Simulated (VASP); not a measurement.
# As in VASP: a series of runs, part 2 of 2

VASP 6.6.1. The steps go on from the part before.

## 4. Single point, PBE+D3(BJ)

This run uses another cell than the first one, of 158.40 Å³/atom, 1.033 times its volume.

Contents of INCAR:

```
SYSTEM = As
  PREC = Accurate
  ENCUT = 520
  EDIFF = 1E-6
  ISMEAR = 0
  SIGMA = 0.02
  LREAL = .FALSE.
  LASPH = .TRUE.
  NELM = 80
  ALGO = Normal
  ISIF = 2
  LWAVE = .FALSE.
  LCHARG = .FALSE.
  LDIPOL = .TRUE.
  IDIPOL = 3
  DIPOL = 0.5 0.5 0.500
  GGA = PE
  IVDW = 12
  NBANDS = 12
```

Contents of KPOINTS:

```
regular mesh
0
G
  9 9 1
  0 0 0
```

Contents of POSCAR:

```
As
1.0
    3.5780000000      0.0000000000      0.0000000000
   -1.7890000000      3.0986388948      0.0000000000
    0.0000000000      0.0000000000     28.5742413766
As
2
Direct
    0.3333333333      0.6666666667      0.4790370638
    0.6666666667      0.3333333333      0.5209629362
```

Potentials or basis: VASP PAW PBE potentials, release 64 (As).

Launch:

```console
$ cat potpaw_PBE.64/As/POTCAR > POTCAR
$ mpirun -np 1 vasp_std > vasp.out
```

OUTCAR:

```text
SYSTEM = As
   PREC = Accurate
   ENCUT = 520
   EDIFF = 1E-6
   ISMEAR = 0
   LREAL = .FALSE.
   LASPH = .TRUE.
   NELM = 80
   ISIF = 2
   GGA = PE
   IVDW = 12
 IVDW          = 12

 ion  position               nearest neighbor table
   1  0.333  0.667  0.479-   2 2.39   2 2.39   2 2.39
   2  0.667  0.333  0.521-   1 2.39   1 2.39   1 2.39

  LATTYP: Found a hexagonal cell.
 ALAT       =     3.5780000000
 C/A-ratio  =     7.9860931740

  Lattice vectors:

 A1 = (   3.5780000000,   0.0000000000,   0.0000000000)
 A2 = (  -1.7890000000,   3.0986388948,   0.0000000000)
 A3 = (   0.0000000000,   0.0000000000,  28.5742413766)

Analysis of symmetry for initial positions (statically):
=====================================================================
 Subroutine PRICEL returns:
 Original cell was already a primitive cell.

 Routine SETGRP: Setting up the symmetry group for a
 hexagonal supercell.

 Subroutine GETGRP returns: Found 12 space group operations
 (whereof 12 operations were pure point group operations)
 out of a pool of 24 trial point group operations.

The static configuration has the point symmetry D_3d.
[... 168 lines left out ...]
      9       0.7663      0.00000
     10       1.1113      0.00000
     11       1.4899      0.00000
     12       1.6824      0.00000
[... 151 lines left out ...]
 k-point    12 :       0.3333    0.3333    0.0000
  band No.  band energies     occupation
      1     -14.8365      2.00000
      2     -14.8365      2.00000
      3      -9.4754      2.00000
      4      -6.1170      2.00000
      5      -6.1170      2.00000
      6      -1.7242      0.00000
      7       1.1081      0.00000
      8       1.1081      0.00000
      9       3.8647      0.00000
     10       4.2961      0.00000
     11       4.2961      0.00000
     12       5.1922      0.00000

------------------------ aborting loop because EDIFF is reached ----------------------------------------

 vacuum level on the upper side and lower side of the slab       (xc-potential included)        -0.007        -0.007

 Edisp (eV)   -0.42716

 E8    (eV) :    -0.1940

  FORCE on cell =-STRESS in cart. coord.  units (eV):
  Direction    XX          YY          ZZ          XY          YZ          ZX
  --------------------------------------------------------------------------------------
  -------------------------------------------------------------------------------------
  Total       1.81265     1.81265     3.47294     0.00000     0.00000     0.00000
  in kB       9.16722     9.16722    17.56396     0.00000     0.00000     0.00000
  external pressure =       11.97 kB  Pullay stress =        0.00 kB

 VOLUME and BASIS-vectors are now :
 -----------------------------------------------------------------------------
  energy-cutoff  :      520.00
  volume of cell :      316.80
      direct lattice vectors                 reciprocal lattice vectors
     3.578000000  0.000000000  0.000000000     0.279485746  0.161361171  0.000000000
    -1.789000000  3.098638895  0.000000000     0.000000000  0.322722342  0.000000000
     0.000000000  0.000000000 28.574241377     0.000000000  0.000000000  0.034996555

 POSITION                                       TOTAL-FORCE (eV/Angst)
 -----------------------------------------------------------------------------------
     -0.00000      2.06576     13.68812         0.000000     -0.000000     -2.900647
      1.78900      1.03288     14.88612        -0.000000      0.000000      2.900647
 -----------------------------------------------------------------------------------
    total drift:                                0.000000     -0.000000      0.000000

  FREE ENERGIE OF THE ION-ELECTRON SYSTEM (eV)
  ---------------------------------------------------
  free  energy   TOTEN  =        -9.4588989500 eV

  energy  without entropy=       -9.4588989500  energy(sigma->0) =       -9.45889895

 vacuum level on the upper side and lower side of the slab         1.373         1.373
```

OSZICAR:

```text
N       E                     dE             d eps       ncg     rms          rms(c)
DAV:   1     0.677370191065E+02    0.67737E+02   -0.26625E+03   288   0.521E+02
DAV:   2    -0.198705401750E+01   -0.69724E+02   -0.63310E+02   452   0.892E+01
DAV:   3    -0.903131874776E+01   -0.70443E+01   -0.70289E+01   400   0.384E+01
DAV:   4    -0.913252802789E+01   -0.10121E+00   -0.10119E+00   372   0.564E+00
DAV:   5    -0.913348706094E+01   -0.95903E-03   -0.95902E-03   388   0.500E-01    0.399E+00
DAV:   6    -0.906187187759E+01    0.71615E-01   -0.42266E-02   360   0.101E+00    0.243E+00
DAV:   7    -0.903137634845E+01    0.30496E-01   -0.90707E-02   344   0.148E+00    0.161E-01
DAV:   8    -0.903145866086E+01   -0.82312E-04   -0.59296E-03   324   0.425E-01    0.699E-02
DAV:   9    -0.903157012084E+01   -0.11146E-03   -0.22514E-04   384   0.862E-02    0.282E-02
DAV:  10    -0.903163865160E+01   -0.68531E-04   -0.50277E-05   336   0.403E-02    0.761E-03
DAV:  11    -0.903166674779E+01   -0.28096E-04   -0.13734E-05   360   0.179E-02    0.486E-03
DAV:  12    -0.903169650937E+01   -0.29762E-04   -0.82037E-06   356   0.110E-02    0.484E-03
DAV:  13    -0.903170577308E+01   -0.92637E-05   -0.34655E-07   412   0.318E-03    0.310E-03
DAV:  14    -0.903172910068E+01   -0.23328E-04   -0.44664E-06   324   0.600E-03    0.241E-03
DAV:  15    -0.903173352758E+01   -0.44269E-05   -0.51362E-07   388   0.227E-03    0.237E-03
DAV:  16    -0.903173707751E+01   -0.35499E-05   -0.88016E-08   312   0.111E-03    0.443E-04
DAV:  17    -0.903173961711E+01   -0.25396E-05   -0.39267E-08   344   0.446E-04    0.466E-04
DAV:  18    -0.903174053884E+01   -0.92173E-06   -0.20927E-08   328   0.300E-04
   1 F= -.94588989E+01 E0= -.94588989E+01  d E =-.218654E-19
```

stdout:

```text
POSCAR found type information on POSCAR As
 POSCAR found :  1 types and       2 ions
 scaLAPACK will be used
 LDA part: xc-table for (Slater+PW92), standard interpolation
 POSCAR, INCAR and KPOINTS ok, starting setup
 FFT: planning ... GRIDC
 FFT: planning ... GRID_SOFT
 FFT: planning ... GRID
 WAVECAR not read
 entering main loop
```

It took 2.1 min on 1 thread of Intel Xeon 8259CL, shared host; peak memory 0.42 GiB.

Results:

```
Free energy                : -9.4589 eV
Largest force              : 2.901 eV/Å
Band gap on the k mesh     : 1.25 eV, indirect (least direct gap 1.38 eV)
Dispersion energy per atom : -0.214 eV
```

Forces on the atoms (eV/Å):
```
As   0.000  0.000 -2.901
As   0.000  0.000  2.901
```

## 5. Single point, PBE+D3(BJ)

This run uses another cell than the first one, of 158.40 Å³/atom, 1.033 times its volume.

Contents of INCAR:

```
PREC = Accurate
ENCUT = 520
EDIFF = 1E-7
ISMEAR = 0
SIGMA = 0.02
LREAL = False
LASPH = True
NELM = 100
ALGO = Normal
ISIF = 2
LWAVE = False
LCHARG = False
LDIPOL = True
IDIPOL = 3
DIPOL = 0.5 0.5 0.500
GGA = PE
IVDW = 12
NBANDS = 12
```

Contents of KPOINTS:

```
regular mesh
0
Gamma
  9 9 1
```

Contents of POSCAR:

```
As
1.0
    3.5780000000      0.0000000000      0.0000000000
   -1.7890000000      3.0986388948      0.0000000000
    0.0000000000      0.0000000000     28.5742413766
As
2
Direct
    0.3333333333      0.6666666667      0.4685555956
    0.6666666667      0.3333333333      0.5314444044
```

Launch:

```console
$ cat potpaw_PBE.64/As/POTCAR > POTCAR
$ mpirun -np 1 vasp_std > vasp.out
```

It took 2.5 min on 1 thread of Intel Xeon 8259CL, shared host; peak memory 0.41 GiB.

The run converged. Its results:

```yaml
Free_energy: -8.9358 eV
Largest_force: 3.470 eV/Å
Band_gap_on_the_k_mesh: zero (band 5 reaches -2.29 eV, above the bottom of band 6 at -2.70 eV)
Dispersion_energy_per_atom: -0.205 eV
```

Forces in eV/Å, atoms in the order of the input:
```
As   0.000  0.000  3.470
As   0.000  0.000 -3.470
```

Levels at points of the mesh, in eV from the Fermi level:
| k point | band 3 | band 4 | band 5 | band 6 | band 7 | band 8 |
| --- | --- | --- | --- | --- | --- | --- |
| (0.00, 0.00, 0.00) | -2.60 | 0.29 | 0.29 | 1.31 | 2.53 | 2.53 |
